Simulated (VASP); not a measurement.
# V in VASP: further runs, part 2 of 2

VASP 6.6.1.

**4. Electric field gradients, PBEsol, collinear spin, ferromagnetic start (equal xx and yy strain of -2 %)**

Input file INCAR:

```
  PREC = Accurate
  ENCUT = 520
  EDIFF = 1E-8
  ISMEAR = -1
  SIGMA = 0.03
  LREAL = F
  LASPH = T
  NELM = 150
  ALGO = Normal
  ISIF = 2
  LWAVE = F
  LCHARG = F
  ISPIN = 2
  MAGMOM = 1.5
  LORBIT = 11
  LMAXMIX = 4
  GGA = PS
  LEFG = T
  NBANDS = 16
```

Input file KPOINTS:

```
regular mesh
0
Gamma
  19 19 19
```

Input file POSCAR:

```
V
1.0
   -1.4827400000      1.4827400000      1.5130000000
    1.4827400000     -1.4827400000      1.5130000000
    1.4827400000      1.4827400000     -1.5130000000
V
1
Direct
    0.0000000000      0.0000000000      0.0000000000
```

Potentials or basis: VASP PAW PBE potentials, release 64 (V_sv).

Command:

```sh
cat potpaw_PBE.64/V_sv/POTCAR > POTCAR
mpirun -np 1 vasp_std > vasp.out
```

OUTCAR:

```text
PREC = Accurate
   ENCUT = 520
   EDIFF = 1E-8
   ISMEAR = -1
   LREAL = F
   LASPH = T
   NELM = 150
   ISIF = 2
   ISPIN = 2
   LORBIT = 11
   GGA = PS

 ion  position               nearest neighbor table
   1  0.000  0.000  0.000-

  LATTYP: Found a body centered tetragonal cell.
 ALAT       =     2.9654800000
 C/A-ratio  =     1.0204081633

  Lattice vectors:

 A1 = (  -1.4827400000,   1.4827400000,   1.5130000000)
 A2 = (   1.4827400000,  -1.4827400000,   1.5130000000)
 A3 = (   1.4827400000,   1.4827400000,  -1.5130000000)

Analysis of symmetry for initial positions (statically):
=====================================================================
 Subroutine PRICEL returns:
 Original cell was already a primitive cell.

 Routine SETGRP: Setting up the symmetry group for a
 body centered tetragonal supercell.

 Subroutine GETGRP returns: Found 16 space group operations
 (whereof 16 operations were pure point group operations)
 out of a pool of 16 trial point group operations.

The static configuration has the point symmetry D_4h.

Analysis of symmetry for dynamics (positions and initial velocities):
=====================================================================
 Subroutine PRICEL returns:
 Original cell was already a primitive cell.

 Routine SETGRP: Setting up the symmetry group for a
 body centered tetragonal supercell.

 Subroutine GETGRP returns: Found 16 space group operations
 (whereof 16 operations were pure point group operations)
 out of a pool of 16 trial point group operations.

The dynamic configuration has the point symmetry D_4h.

Analysis of structural, dynamic, and magnetic symmetry:
=====================================================================
 Subroutine PRICEL returns:
 Original cell was already a primitive cell.

 Routine SETGRP: Setting up the symmetry group for a
 body centered tetragonal supercell.

 Subroutine GETGRP returns: Found 16 space group operations
 (whereof 16 operations were pure point group operations)
 out of a pool of 16 trial point group operations.

The overall configuration has the point symmetry D_4h.

 Subroutine INISYM returns: Found 16 space group operations
 (whereof 16 operations are pure point group operations),
 and found     1 'primitive' translations

----------------------------------------------------------------------------------------

                                     Primitive cell

  volume of cell :      13.3054

  direct lattice vectors                    reciprocal lattice vectors
    -1.482740000  1.482740000  1.513000000     0.000000000  0.337213537  0.330469266
     1.482740000 -1.482740000  1.513000000     0.337213537  0.000000000  0.330469266
     1.482740000  1.482740000 -1.513000000     0.337213537  0.337213537  0.000000000

  length of vectors
     2.585769676  2.585769676  2.585769676     0.472147123  0.472147123  0.476891958

  position of ions in fractional coordinates (direct lattice)
     0.000000000  0.000000000  0.000000000

  ion indices of the primitive-cell ions
   primitive index   ion index
                 1           1
[... 94 lines left out ...]
  Fermi-wavevector in a.u.,A,eV,Ry     =   1.624475  3.069812 35.904663  2.638918
  Thomas-Fermi vector in A             =   2.717755
   LORBIT       =     11    0 simple, 1 ext, 2 COOP (PROOUT), +10 PAW based schemes
   GGA     = PS    functional components
   LHFCALC =     F    Hartree Fock is set to
   AEXX    =    0.0000 exact exchange contribution
   IVDW    =     0    specifies the selected vdW correction
   LEPSILON=     F    determine dielectric tensor
   LRPA    =     F    only Hartree local field effects (RPA)
 spin polarized calculation
  energy-cutoff  :      520.00
  volume of cell :       13.31
 maximum number of plane-waves:       376
   NGX =  9   NGY =  9   NGZ =  9

 number of electron      12.9999993 magnetization       0.0005333

 number of electron      12.9999993 magnetization      -0.0000173

 Free energy of the ion-electron system (eV)
  ---------------------------------------------------
  ext. energy  EPLUGINS =         0.00000000
  ---------------------------------------------------
  free energy    TOTEN  =        -9.63085201 eV

  energy without entropy =       -9.62599198  energy(sigma->0) =       -9.62842200

 E-fermi :   9.7121     XC(G=0): -13.1252

 val. band max:        9.7075462067   @ k =  -0.2105   0.2632   0.0526
 cond. band min:       9.7139227580   @ k =  -0.4211   0.1053   0.0000
 fundamental gap:      0.0063765512
 Fermi energy:         9.7121476490

 spin component 1

 k-point     1 :       0.0000    0.0000    0.0000
  band No.  band energies     occupation
      1     -53.7448      1.00000
      2     -27.1263      1.00000
      3     -27.1249      1.00000
      4     -27.1249      1.00000
      5       3.0903      1.00000
      6      10.0795      0.00000
[... 435 lines left out ...]
      5       5.1477      1.00000
      6       9.3998      0.99997
[... 8 lines left out ...]
     15      36.5872      0.00000
     16      37.3860      0.00000

 [... further k-points ...]

 spin component 2

 k-point     1 :       0.0000    0.0000    0.0000
  band No.  band energies     occupation
      1     -53.7448      1.00000
      2     -27.1263      1.00000
      3     -27.1249      1.00000
      4     -27.1249      1.00000
      5       3.0903      1.00000
      6      10.0795      0.00000
[... 435 lines left out ...]
      5       5.1477      1.00000
      6       9.3998      0.99997
[... 8 lines left out ...]
     15      36.5872      0.00000
     16      37.3860      0.00000

 [... further k-points ...]

------------------------ aborting loop because EDIFF is reached ----------------------------------------

  FORCE on cell =-STRESS in cart. coord.  units (eV):
  Direction    XX          YY          ZZ          XY          YZ          ZX
  --------------------------------------------------------------------------------------
  -------------------------------------------------------------------------------------
  Total       -0.3342261     -0.3342261     -0.5694415      0.0000000      0.0000000     -0.0000000
  in kB      -40.2459299    -40.2459299    -68.5694705      0.0000000      0.0000000     -0.0000000
  external PRESSURE =     -49.6871101 kB  Pullay stress =       0.0000000 kB

 VOLUME and BASIS-vectors are now :
 -----------------------------------------------------------------------------
  energy-cutoff  :      520.00
  volume of cell :       13.31
      direct lattice vectors                 reciprocal lattice vectors
    -1.482740000  1.482740000  1.513000000     0.000000000  0.337213537  0.330469266
     1.482740000 -1.482740000  1.513000000     0.337213537  0.000000000  0.330469266
     1.482740000  1.482740000 -1.513000000     0.337213537  0.337213537  0.000000000

 POSITION                                       TOTAL-FORCE (eV/Angst)
 -----------------------------------------------------------------------------------
      0.00000      0.00000      0.00000         0.000000      0.000000     -0.000000
 -----------------------------------------------------------------------------------
    total drift:                               -0.000000     -0.000000      0.000000

  FREE ENERGIE OF THE ION-ELECTRON SYSTEM (eV)
  ---------------------------------------------------
  free  energy   TOTEN  =        -9.6308520127 eV

  energy  without entropy=       -9.6259919779  energy(sigma->0) =       -9.62842200

 Electric field gradients (V/A^2)
---------------------------------------------------------------------
 ion       V_xx      V_yy      V_zz      V_xy      V_xz      V_yz
---------------------------------------------------------------------
   1      -1.043    -1.043     2.087     0.002     0.002     0.002
---------------------------------------------------------------------

 Electric field gradients after diagonalization (V/A^2)
 (convention: |V_zz| > |V_xx| > |V_yy|)
----------------------------------------------------------------------
 ion       V_xx      V_yy      V_zz     asymmetry (V_yy - V_xx)/ V_zz
----------------------------------------------------------------------
   1      -1.046    -1.041     2.087       0.002
----------------------------------------------------------------------

           NMR quadrupolar parameters

 Cq : quadrupolar parameter    Cq=e*Q*V_zz/h
 eta: asymmetry parameters     (V_yy - V_xx)/ V_zz
 Q  : nuclear electric quadrupole moment in mb (millibarn)
----------------------------------------------------------------------
 ion       Cq(MHz)       eta       Q (mb)
----------------------------------------------------------------------
   1       0.005       0.002       1.000
----------------------------------------------------------------------

 total charge

# of ion       s       p       d       tot
------------------------------------------
    1        2.347   6.227   3.105  11.679

 magnetization (x)

# of ion       s       p       d       tot
------------------------------------------
    1       -0.000  -0.000  -0.000  -0.000
```

Wall time 95 s (1 thread of AMD EPYC 9R45 (Zen 5), shared host); peak memory 0.24 GiB.

Results:

```yaml
Free_energy: -9.6309 eV
Pressure: -5.0 GPa
Net_moment: 0.00 μB per cell
Largest_electric_field_gradient_by_atom: V +2.1 V/Å²
Valence_electrons_inside_the_program's_atomic_spheres: V 11.68
```

Electric field gradients, principal values (V/Å²):
```csv
atom,least,middle,greatest (by size)
1 V,-1.041,-1.046,2.087
```

Caveat: the cell differs from its parent crystal (equal xx and yy strain of -2 %); the cell stands under tension; without QUAD_EFG the Cq values of the log hold for a quadrupole moment of 1 mb, not for the nuclei; the PAW data sets were made with another functional, which shifts forces and pressure a little.

**5. The runs side by side**

```tsv
cell	gap on the mesh (eV)	pressure (GPa)	moment (μB)
a = 2.629 Å, angles 109.5°, 1 atom	none	-13.1	0.00
a = 2.655 Å, angles 109.5°, 1 atom	none	-17.1	0.00
a = 2.586 Å, angles 110.0, 110.0, 108.4°, 1 atom	none	-5.0	0.00
```

Alike in all rows: task electric field gradients; level PBEsol; potentials or basis VASP PAW PBE potentials, release 64 (V_sv); spin collinear, ferromagnetic start; k mesh 19 × 19 × 19; cutoff (eV) 520; smearing fermi-dirac 0.03 eV.

Caveats: the cell stands under tension; the PAW data sets were made with another functional, which shifts forces and pressure a little.

Absolute energies hang on the potentials; compare differences alone.
